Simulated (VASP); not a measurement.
# TiO2 (fluorite type): single point with r2SCAN

Crystal: TiO2 (fluorite type).

```
Ti O
1.0
     0.00000    2.42329    2.42329
     2.42329    0.00000    2.42329
     2.42329    2.42329    0.00000
Ti O
1 2
Direct
  0.00000 0.00000 0.00000
  0.25000 0.25000 0.25000
  0.75000 0.75000 0.75000
```

```
Program                : VASP 6.6.1
Task                   : single point
Functional             : r2SCAN
Potentials or basis    : VASP PAW PBE potentials, release 64 (Ti_sv, O)
Cutoff                 : 520 eV
k mesh                 : 12 × 12 × 12
Occupations            : fermi-dirac, width 0.1 eV
Spin                   : no spin polarisation
Dipole correction      : no
Further INCAR settings : ALGO = Normal; EDIFF = 1e-07; NBANDS = 19
```

The pressure is -7.1 GPa and the band gap on the k mesh is 1.51 eV, indirect (least direct gap 2.16 eV).

Levels at points of the mesh, in eV from the valence-band top:
| k point | band 10 | band 11 | band 12 | band 13 | band 14 | band 15 |
| --- | --- | --- | --- | --- | --- | --- |
| (0.00, 0.00, 0.00) | -0.88 | -0.88 | -0.88 | 1.51 | 1.51 | 5.47 |
| (0.50, 0.00, 0.00) | -3.28 | -2.54 | -2.54 | 1.79 | 1.79 | 2.98 |
| (0.50, 0.50, 0.00) | -2.07 | -2.07 | 0.00 | 2.16 | 2.17 | 3.00 |

It took 100 s on 1 thread of Intel(R) Xeon(R) 6975P-C (Granite Rapids) (shared host), peak memory 0.18 GiB.

Caveat: the PAW data sets were made with another functional, which shifts forces and pressure a little. r2SCAN opens gaps a little over a GGA but as a rule still falls short of measured ones.
